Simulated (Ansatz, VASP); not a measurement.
This is a calculation of TiO2 for VASP 6.6.1.

INCAR

```
SYSTEM = TiO2
PREC = Accurate
ENCUT = 980
EDIFF = 1E-6
ISMEAR = -1
SIGMA = 0.05
LREAL = .FALSE.
LASPH = .TRUE.
NELM = 100
ALGO = Fast
ISIF = 3
LWAVE = .FALSE.
LCHARG = .FALSE.
GGA = PE
IBRION = 2
NSW = 60
EDIFFG = -0.005
```

Contents of KPOINTS:

```
regular mesh
0
G
  6 6 9
  0 0 0
```

Contents of POSCAR:

```
TiO2
1.0
    4.5998373239      0.0000000000      0.0000000000
    0.0000000000      4.5998373239      0.0000000000
    0.0000000000      0.0000000000      2.9592135600
Ti O
2 4
Direct
    0.0000000000      0.0000000000      0.5000000000
    0.5000000000      0.5000000000      0.0000000000
    0.3043213200      0.3043213200      0.5000000000
    0.1956786800      0.8043213200      0.0000000000
    0.8043213200      0.1956786800      0.0000000000
    0.6956786800      0.6956786800      0.5000000000
```

Potentials or basis: VASP PAW PBE potentials, release 64 (Ti_sv, O_h).

The run is started by

```sh
$ cat potpaw_PBE.64/Ti_sv/POTCAR potpaw_PBE.64/O_h/POTCAR > POTCAR
$ mpirun -np 1 vasp_std > vasp.out
```

Translate it to Ansatz 0.2.0. Potentials there: Ansatz PAW.

As run (the cutoff follows the program's own potentials):

Contents of input.yaml:

```yaml
crystal:
  lattice:
    - [4.5998373239, 0.0, 0.0]
    - [0.0, 4.5998373239, 0.0]
    - [0.0, 0.0, 2.95921356]
  atoms:
    - { symbol: Ti, position: [0.0, 0.0, 0.5] }
    - { symbol: Ti, position: [0.5, 0.5, 0.0] }
    - { symbol: O, position: [0.30432132, 0.30432132, 0.5] }
    - { symbol: O, position: [0.19567868, 0.80432132, 0.0] }
    - { symbol: O, position: [0.80432132, 0.19567868, 0.0] }
    - { symbol: O, position: [0.69567868, 0.69567868, 0.5] }
hamiltonian:
  xc: pbe
  pseudopotentials: { kind: paw }
kpoints:
  mp_grid: { grid: [6, 6, 9] }
scf:
  occupations: { method: fermi_dirac, width: 0.05 }
output:
  forces: true
  stress: true
relax:
  f_tol: 0.01
  max_steps: 40
  cell: { stress_tol: 0.05 }
```

Potentials or basis: Ansatz PAW.

Command:

```console
$ ansatz run input.yaml --threads 2 --pin off --max-ram 5632MiB --backend cpu --events-out ev --progress --plain --runs-dir out
```

Both were run:

|  | VASP | Ansatz | Ansatz less VASP |
| --- | --- | --- | --- |
| relaxed volume (Å³/atom) | 10.68 | 10.65 | -0.032 |
| relaxed cell length with the largest relative difference (Å) | 2.967 | 2.964 | -0.0033 |

Noted on Ansatz's run: odd divisions of the mesh miss points on the zone boundary, where band edges often lie, so the gap on the mesh can be too wide; the plane-wave basis is chosen anew once the cell has moved, so the energies of steps on either side of that aren't comparable.
